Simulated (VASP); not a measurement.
# CdS in VASP: further runs

CdS is run at these levels: PBE; tasks: single point.

All numbers are computed with VASP 6.6.1; they aren't measurements. Logs are shortened: lines on timing, memory, paths and dates and some standing lists are left out, and cuts for length are marked.

### 1 The cell of the first run

It takes space group P6_3mc (No. 186, hexagonal). Conventional cell: a = 4.135 Å, b = 4.135 Å, c = 6.951 Å, α = 90.00°, β = 90.00°, γ = 120.00°. Within 3.3 Å of Cd (site symmetry 3m) lie 4 S at 2.52 to 2.68 Å. Within 3.3 Å of S (site symmetry 3m) lie 4 Cd at 2.52 to 2.68 Å.

### 2 Single point, PBE (zz strain of +3 %)

INCAR reads:

```
  PREC = Accurate
  ENCUT = 520
  EDIFF = 1E-6
  ISMEAR = -1
  SIGMA = 0.01
  LREAL = False
  LASPH = True
  NELM = 60
  ALGO = Normal
  ISIF = 2
  LWAVE = False
  LCHARG = False
  GGA = PE
  NBANDS = 26
```

KPOINTS reads:

```
Automatic mesh
0
Gamma
  7 7 4
```

POSCAR reads:

```
CdS
1.0
    4.1347992034      0.0000000000      0.0000000000
   -2.0673996017      3.5808411497      0.0000000000
    0.0000000000      0.0000000000      6.9514700000
Cd S
2 2
Direct
    0.3333333333      0.6666666667      0.0000000000
    0.6666666667      0.3333333333      0.5000000000
    0.3333333333      0.6666666667      0.3850000000
    0.6666666667      0.3333333333      0.8850000000
```

Potentials or basis: VASP PAW PBE potentials, release 64 (Cd, S).

The run is started by

```sh
> cat potpaw_PBE.64/Cd/POTCAR potpaw_PBE.64/S/POTCAR > POTCAR
> mpirun -np 1 vasp_std > vasp.out
```

OUTCAR:

```text
PREC = Accurate
   ENCUT = 520
   EDIFF = 1E-6
   ISMEAR = -1
   LREAL = False
   LASPH = True
   NELM = 60
   ISIF = 2
   GGA = PE

 ion  position               nearest neighbor table
   1  0.333  0.667  0.000-   4 2.52   4 2.52   4 2.52   3 2.68
   2  0.667  0.333  0.500-   3 2.52   3 2.52   3 2.52   4 2.68
   3  0.333  0.667  0.385-   2 2.52   2 2.52   2 2.52   1 2.68
   4  0.667  0.333  0.885-   1 2.52   1 2.52   1 2.52   2 2.68

  LATTYP: Found a hexagonal cell.
 ALAT       =     4.1347992034
 C/A-ratio  =     1.6812110233

  Lattice vectors:

 A1 = (   4.1347992034,   0.0000000000,   0.0000000000)
 A2 = (  -2.0673996017,   3.5808411497,   0.0000000000)
 A3 = (   0.0000000000,   0.0000000000,   6.9514700000)

Analysis of symmetry for initial positions (statically):
=====================================================================
 Subroutine PRICEL returns:
 Original cell was already a primitive cell.

 Routine SETGRP: Setting up the symmetry group for a
 hexagonal supercell.

 Subroutine GETGRP returns: Found 12 space group operations
 (whereof  6 operations were pure point group operations)
 out of a pool of 24 trial point group operations.

The static configuration has the point symmetry C_3v.
 The point group associated with its full space group is C_6v.

Analysis of symmetry for dynamics (positions and initial velocities):
=====================================================================
 Subroutine PRICEL returns:
 Original cell was already a primitive cell.

 Routine SETGRP: Setting up the symmetry group for a
 hexagonal supercell.

 Subroutine GETGRP returns: Found 12 space group operations
 (whereof  6 operations were pure point group operations)
 out of a pool of 24 trial point group operations.

The dynamic configuration has the point symmetry C_3v.
 The point group associated with its full space group is C_6v.

 Subroutine INISYM returns: Found 12 space group operations
 (whereof  6 operations are pure point group operations),
 and found     1 'primitive' translations

----------------------------------------------------------------------------------------

                                     Primitive cell

  volume of cell :     102.9239

  direct lattice vectors                    reciprocal lattice vectors
     4.134799203  0.000000000  0.000000000     0.241849713  0.139631997  0.000000000
    -2.067399602  3.580841150  0.000000000     0.000000000  0.279263994  0.000000000
     0.000000000  0.000000000  6.951470000     0.000000000  0.000000000  0.143854465

  length of vectors
     4.134799203  4.134799203  6.951470000     0.279263994  0.279263994  0.143854465

  position of ions in fractional coordinates (direct lattice)
     0.333333333  0.666666667  0.000000000
     0.666666667  0.333333333  0.500000000
     0.333333333  0.666666667  0.385000000
     0.666666667  0.333333333  0.885000000

  ion indices of the primitive-cell ions
   primitive index   ion index
                 1           1
                 2           2
                 3           3
                 4           4

----------------------------------------------------------------------------------------

 KPOINTS: Automatic mesh

Automatic generation of k-mesh.
 Grid dimensions read from file:
 generate k-points for:    7    7    4

 Generating k-lattice:

  Cartesian coordinates                     Fractional coordinates (reciprocal lattice)
     0.034549959  0.019947428  0.000000000     0.142857143  0.000000000  0.000000000
     0.000000000  0.039894856  0.000000000     0.000000000  0.142857143  0.000000000
     0.000000000  0.000000000  0.035963616     0.000000000  0.000000000  0.250000000

  Length of vectors
     0.039894856  0.039894856  0.035963616

  Shift w.r.t. Gamma in fractional coordinates (k-lattice)
     0.000000000  0.000000000  0.000000000

 Subroutine IBZKPT returns following result:
 ===========================================

 Found     24 irreducible k-points:

 Following reciprocal coordinates:
            Coordinates               Weight
  0.000000  0.000000  0.000000      1.000000
  0.142857  0.000000  0.000000      6.000000
  0.285714  0.000000  0.000000      6.000000
  0.428571  0.000000  0.000000      6.000000
  0.142857  0.142857  0.000000      6.000000
  0.285714  0.142857  0.000000     12.000000
[... 16 lines left out ...]
  0.428571  0.142857  0.500000      6.000000
  0.285714  0.285714  0.500000      6.000000
   k-points           NKPTS =     24   k-points in BZ     NKDIM =     24   number of bands    NBANDS=     26
   number of dos      NEDOS =    301   number of ions     NIONS =      4
   total plane-waves  NPLWV =  55296
   dimension x,y,z NGX =    32 NGY =   32 NGZ =   54
   dimension x,y,z NGXF=    64 NGYF=   64 NGZF=  108
   ions per type =               2   2
   NGX,Y,Z   is equivalent  to a cutoff of  12.87, 12.87, 12.91 a.u.
   NGXF,Y,Z  is equivalent  to a cutoff of  25.73, 25.73, 25.83 a.u.
 SYSTEM =  unknown system
   PREC   = accura    normal or accurate (medium, high low for compatibility)
   ISTART =      0    job   : 0-new  1-cont  2-samecut
   ICHARG =      2    charge: 1-file 2-atom 10-const
   ISPIN  =      1    spin polarized calculation?
   LNONCOLLINEAR =      F non collinear calculations
   LSORBIT =      F    spin-orbit coupling
   LASPH  =      T    aspherical Exc in radial PAW
   ENCUT  =  520.0 eV  38.22 Ry    6.18 a.u.   7.69  7.69 12.93*2*pi/ulx,y,z
   NELM   =     60;   NELMIN=  2; NELMDL= -5     # of ELM steps
   EDIFF  = 0.1E-05   stopping-criterion for ELM
   LREAL  =      F    real-space projection
   EDIFFG = 0.1E-04   stopping-criterion for IOM
   NSW    =      0    number of steps for IOM
   IBRION =     -1    ionic relax: 0-MD 1-quasi-New 2-CG
   NFREE  =      0    steps in history (QN), initial steepest desc. (CG)
   ISIF   =      2    stress and relaxation
   ISYM   =      2    0-nonsym 1-usesym 2-fastsym
   POTIM  = 0.5000    time-step for ionic-motion
   TEBEG  =    0.0;   TEEND  =   0.0 temperature during run
   PSTRESS=    0.0 pullay stress
   NELECT =      36.0000    total number of electrons
   NUPDOWN=      -1.0000    fix difference up-down
   EMIN   =  10.00;   EMAX   =-10.00  energy-range for DOS
   EFERMI =   0.00;   METHOD = LEGACY
   ISMEAR =    -1;   SIGMA  =   0.01  broadening in eV -4-tet -1-fermi 0-gaus
   EFERMI_NEDOS =   21; number of points for ismear=-14 and -15
   IALGO  =     38    algorithm
   IMIX   =      4    mixing-type and parameters
     AMIX     =   0.40;   BMIX     =  1.00
     AMIX_MAG =   1.60;   BMIX_MAG =  1.00
  volume/ion in A,a.u.               =      25.73       173.64
  Fermi-wavevector in a.u.,A,eV,Ry     =   1.153463  2.179729 18.102233  1.330477
  Thomas-Fermi vector in A             =   2.290107
   LORBIT       =      0    0 simple, 1 ext, 2 COOP (PROOUT), +10 PAW based schemes
   GGA     = PE    functional components
[... 5 lines left out ...]
 non-spin polarized calculation
  energy-cutoff  :      520.00
  volume of cell :      102.92
 maximum number of plane-waves:      2810
 NGX is ok and might be reduce to    32
   NGX = 15   NGY = 15   NGZ = 25

 number of electron      35.9999992 magnetization

 Free energy of the ion-electron system (eV)
  ---------------------------------------------------
  ext. energy  EPLUGINS =         0.00000000
  ---------------------------------------------------
  free energy    TOTEN  =       -12.23834827 eV

  energy without entropy =      -12.23834827  energy(sigma->0) =      -12.23834827

 E-fermi :   1.2790     XC(G=0):  -8.9709

 val. band max:        1.0313759214   @ k =   0.0000   0.0000   0.0000
 cond. band min:       2.1656790666   @ k =   0.0000   0.0000   0.0000
 fundamental gap:      1.1343031451
 Fermi energy:         1.2790097031

 k-point     1 :       0.0000    0.0000    0.0000
  band No.  band energies     occupation
      1     -11.1675      2.00000
      2     -10.8104      2.00000
      3      -6.6243      2.00000
      4      -6.6243      2.00000
      5      -6.5670      2.00000
      6      -6.5670      2.00000
[... 18 lines left out ...]
     25       8.5727      0.00000
     26       8.5727      0.00000

 k-point     2 :       0.1429    0.0000    0.0000
  band No.  band energies     occupation
      1     -11.0982      2.00000
      2     -10.7746      2.00000
      3      -6.5909      2.00000
      4      -6.5810      2.00000
      5      -6.5286      2.00000
      6      -6.5256      2.00000
[... 18 lines left out ...]
     25       8.3366      0.00000
     26       9.0124      0.00000

 k-point     3 :       0.2857    0.0000    0.0000
  band No.  band energies     occupation
      1     -10.9351      2.00000
      2     -10.7008      2.00000
      3      -6.5248      2.00000
      4      -6.5041      2.00000
      5      -6.4320      2.00000
      6      -6.3859      2.00000
[... 18 lines left out ...]
     25       9.1671      0.00000
     26       9.3449      0.00000

 k-point     4 :       0.4286    0.0000    0.0000
  band No.  band energies     occupation
      1     -10.7894      2.00000
      2     -10.6569      2.00000
      3      -6.4857      2.00000
      4      -6.4795      2.00000
      5      -6.3596      2.00000
      6      -6.2881      2.00000
[... 18 lines left out ...]
     25       9.2782      0.00000
     26      10.6769      0.00000

 k-point     5 :       0.1429    0.1429    0.0000
  band No.  band energies     occupation
      1     -10.9818      2.00000
      2     -10.7201      2.00000
      3      -6.5466      2.00000
      4      -6.5149      2.00000
      5      -6.4580      2.00000
      6      -6.4334      2.00000
[... 18 lines left out ...]
     25       8.9227      0.00000
     26       9.4391      0.00000

 k-point     6 :       0.2857    0.1429    0.0000
  band No.  band energies     occupation
      1     -10.8249      2.00000
      2     -10.6647      2.00000
      3      -6.5098      2.00000
      4      -6.4537      2.00000
      5      -6.3783      2.00000
      6      -6.3331      2.00000
[... 427 lines left out ...]
 k-point    21 :       0.1429    0.1429    0.5000
  band No.  band energies     occupation
      1     -10.8463      2.00000
      2     -10.8463      2.00000
      3      -6.5114      2.00000
      4      -6.5114      2.00000
      5      -6.4761      2.00000
      6      -6.4761      2.00000
[... 18 lines left out ...]
     25       8.9674      0.00000
     26       8.9674      0.00000

 k-point    22 :       0.2857    0.1429    0.5000
  band No.  band energies     occupation
      1     -10.7385      2.00000
      2     -10.7385      2.00000
      3      -6.4494      2.00000
      4      -6.4494      2.00000
      5      -6.4106      2.00000
      6      -6.4106      2.00000
[... 18 lines left out ...]
     25       9.2667      0.00000
     26       9.2667      0.00000

 k-point    23 :       0.4286    0.1429    0.5000
  band No.  band energies     occupation
      1     -10.6911      2.00000
      2     -10.6911      2.00000
      3      -6.4204      2.00000
      4      -6.4204      2.00000
      5      -6.4091      2.00000
      6      -6.4091      2.00000
[... 18 lines left out ...]
     25       9.7641      0.00000
     26       9.7641      0.00000

 k-point    24 :       0.2857    0.2857    0.5000
  band No.  band energies     occupation
      1     -10.6803      2.00000
      2     -10.6803      2.00000
      3      -6.4217      2.00000
      4      -6.4217      2.00000
      5      -6.3766      2.00000
      6      -6.3766      2.00000
[... 18 lines left out ...]
     25       9.7161      0.00000
     26       9.7161      0.00000

------------------------ aborting loop because EDIFF is reached ----------------------------------------

  FORCE on cell =-STRESS in cart. coord.  units (eV):
  Direction    XX          YY          ZZ          XY          YZ          ZX
  --------------------------------------------------------------------------------------
  -------------------------------------------------------------------------------------
  Total        1.7942635      1.7942635     -1.0016935      0.0000000      0.0000000      0.0000000
  in kB       27.9306263     27.9306263    -15.5929859      0.0000000      0.0000000      0.0000000
  external PRESSURE =      13.4227556 kB  Pullay stress =       0.0000000 kB

 VOLUME and BASIS-vectors are now :
 -----------------------------------------------------------------------------
  energy-cutoff  :      520.00
  volume of cell :      102.92
      direct lattice vectors                 reciprocal lattice vectors
     4.134799203  0.000000000  0.000000000     0.241849713  0.139631997  0.000000000
    -2.067399602  3.580841150  0.000000000     0.000000000  0.279263994  0.000000000
     0.000000000  0.000000000  6.951470000     0.000000000  0.000000000  0.143854465

 POSITION                                       TOTAL-FORCE (eV/Angst)
 -----------------------------------------------------------------------------------
     -0.00000      2.38723      0.00000        -0.000000      0.000000      0.380240
      2.06740      1.19361      3.47573         0.000000     -0.000000      0.380240
     -0.00000      2.38723      2.67632        -0.000000      0.000000     -0.380240
      2.06740      1.19361      6.15205         0.000000     -0.000000     -0.380240
 -----------------------------------------------------------------------------------
    total drift:                               -0.000000     -0.000000      0.000214

  FREE ENERGIE OF THE ION-ELECTRON SYSTEM (eV)
  ---------------------------------------------------
  free  energy   TOTEN  =       -12.2383482719 eV

  energy  without entropy=      -12.2383482719  energy(sigma->0) =      -12.23834827
```

It used 140 s of CPU time on 1 thread of AMD EPYC 7R13 Processor (Zen 3), with other jobs on the host.

What came out:

| Quantity | Value |
| --- | --- |
| Free energy | -12.2383 eV |
| Pressure | 1.3 GPa |
| Largest force | 0.380 eV/Å |
| Band gap on the k mesh | 1.13 eV, direct |

Forces on the atoms (eV/Å):
```
Cd   0.000  0.000  0.380
Cd   0.000  0.000  0.380
S    0.000  0.000 -0.380
S    0.000  0.000 -0.380
```

Levels at points of the mesh, in eV from the valence-band top:
| k point | band 15 | band 16 | band 17 | band 18 | band 19 | band 20 | band 21 | band 22 |
| --- | --- | --- | --- | --- | --- | --- | --- | --- |
| (0.00, 0.00, 0.00) | -0.60 | -0.12 | 0.00 | 0.00 | 1.13 | 2.80 | 6.47 | 6.58 |
| (0.00, 0.00, 0.50) | -0.31 | -0.31 | -0.31 | -0.31 | 2.76 | 2.76 | 5.98 | 5.98 |

Caveat: the cell differs from its parent crystal (zz strain of +3 %).

### 3 Single point, PBE (equal xy, yz and zx shear strains of -1 %)

INCAR reads:

```
SYSTEM = CdS
ALGO = Normal
EDIFF = 1E-7
ENCUT = 520
GGA = PE
ISIF = 2
ISMEAR = -1
LASPH = .True.
LCHARG = .True.
LELF = .True.
LREAL = .False.
LVHAR = .True.
LWAVE = .False.
NBANDS = 26
NELM = 100
PREC = Accurate
SIGMA = 0.01
```

KPOINTS reads:

```
k-points
0
Gamma
  7 7 4
  0 0 0
```

POSCAR reads:

```
CdS
1.0
    4.1347992034     -0.0206739960     -0.0206739960
   -2.0853038074      3.5911781477     -0.0075672077
   -0.0337450000     -0.0337450000      6.7490000000
Cd S
2 2
Direct
    0.3333333333      0.6666666667      0.0000000000
    0.6666666667      0.3333333333      0.5000000000
    0.3333333333      0.6666666667      0.3850000000
    0.6666666667      0.3333333333      0.8850000000
```

Potentials or basis: VASP PAW PBE potentials, release 64 (Cd, S).

The run is started by

```sh
> cat potpaw_PBE.64/Cd/POTCAR potpaw_PBE.64/S/POTCAR > POTCAR
> mpirun -np 1 vasp_std > vasp.out
```

OUTCAR:

```text
SYSTEM = CdS
   EDIFF = 1E-7
   ENCUT = 520
   GGA = PE
   ISIF = 2
   ISMEAR = -1
   LASPH = .True.
   LREAL = .False.
   NELM = 100
   PREC = Accurate

 ion  position               nearest neighbor table
   1  0.333  0.667  0.000-   4 2.49   4 2.52   4 2.52   3 2.60
   2  0.667  0.333  0.500-   3 2.50   3 2.51   3 2.52   4 2.60
   3  0.333  0.667  0.385-   2 2.50   2 2.51   2 2.52   1 2.60
   4  0.667  0.333  0.885-   1 2.49   1 2.52   1 2.52   2 2.60

  LATTYP: Found a triclinic cell.
 ALAT       =     4.1170048386
 B/A-ratio  =     1.0043472705
 C/A-ratio  =     1.6393395168
[... 896 lines left out ...]
  --------------------------------------------------------------------------------------
  -------------------------------------------------------------------------------------
  Total        2.2918410      2.2880810      0.8358976      0.2738307      0.1488075      0.1488714
  in kB       36.7492809     36.6889902     13.4034760      4.3908286      2.3861033      2.3871277
  external PRESSURE =      28.9472491 kB  Pullay stress =       0.0000000 kB

 VOLUME and BASIS-vectors are now :
 -----------------------------------------------------------------------------
  energy-cutoff  :      520.00
  volume of cell :       99.92
      direct lattice vectors                 reciprocal lattice vectors
     4.134799203 -0.020673996 -0.020673996     0.242563570  0.140854400  0.001917090
    -2.085303807  3.591178148 -0.007567208     0.001403407  0.279278028  0.001403407
    -0.033745000 -0.033745000  6.749000000     0.000744611  0.000744611  0.148177545

 POSITION                                       TOTAL-FORCE (eV/Angst)
 -----------------------------------------------------------------------------------
     -0.01194      2.38723     -0.01194         0.113860      0.045963      0.270549
      2.04456      1.16640      3.35819        -0.023731      0.044034      0.269013
     -0.02493      2.37424      2.58643         0.035858     -0.044018     -0.268502
      2.03157      1.15341      5.95656        -0.125987     -0.045980     -0.271060
 -----------------------------------------------------------------------------------
    total drift:                                0.000086      0.000085     -0.000527

  FREE ENERGIE OF THE ION-ELECTRON SYSTEM (eV)
  ---------------------------------------------------
  free  energy   TOTEN  =       -12.2383490833 eV

  energy  without entropy=      -12.2383490833  energy(sigma->0) =      -12.23834908
```

OSZICAR:

```text
N       E                     dE             d eps       ncg     rms          rms(c)
DAV:   1     0.247777381292E+03    0.24778E+03   -0.17600E+04  5156   0.127E+03
DAV:   2     0.293801499356E+00   -0.24748E+03   -0.23897E+03  5582   0.319E+02
DAV:   3    -0.131881368484E+02   -0.13482E+02   -0.13403E+02  6210   0.747E+01
DAV:   4    -0.133259772386E+02   -0.13784E+00   -0.13770E+00  5864   0.730E+00
DAV:   5    -0.133281032982E+02   -0.21261E-02   -0.21259E-02  6118   0.906E-01    0.114E+01
DAV:   6    -0.122614261604E+02    0.10667E+01   -0.19041E+00  6836   0.143E+01    0.897E+00
DAV:   7    -0.122427728609E+02    0.18653E-01   -0.75133E-01  5392   0.461E+00    0.397E+00
DAV:   8    -0.122392361889E+02    0.35367E-02   -0.92066E-02  5562   0.301E+00    0.561E-01
DAV:   9    -0.122380222749E+02    0.12139E-02   -0.15235E-02  5750   0.154E+00    0.163E-01
DAV:  10    -0.122381921248E+02   -0.16985E-03   -0.12727E-03  5598   0.370E-01    0.114E-01
DAV:  11    -0.122383324128E+02   -0.14029E-03   -0.27422E-04  5724   0.115E-01    0.859E-02
DAV:  12    -0.122383436039E+02   -0.11191E-04   -0.14867E-04  5432   0.900E-02    0.176E-02
DAV:  13    -0.122383485192E+02   -0.49153E-05   -0.17566E-05  5874   0.259E-02    0.565E-03
DAV:  14    -0.122383492576E+02   -0.73845E-06   -0.25112E-06  5390   0.142E-02    0.687E-03
DAV:  15    -0.122383490456E+02    0.21205E-06   -0.46209E-07  6026   0.457E-03    0.270E-03
DAV:  16    -0.122383490833E+02   -0.37678E-07   -0.18301E-08  3626   0.724E-04
   1 F= -.12238349E+02 E0= -.12238349E+02  d E =-.219978E-12
```

It took 99 s on 1 thread of Intel Xeon 6975P-C (Granite Rapids), shared host; peak memory 0.36 GiB.

Results:

* Free energy: -12.2383 eV
* Pressure: 2.9 GPa
* Largest force: 0.302 eV/Å
* Band gap on the k mesh: 1.21 eV, direct

Forces in eV/Å, atoms in the order of the input:
```
Cd   0.114  0.046  0.271
Cd  -0.024  0.044  0.269
S    0.036 -0.044 -0.269
S   -0.126 -0.046 -0.271
```

Caveat: the cell differs from its parent crystal (equal xy, yz and zx shear strains of -1 %).
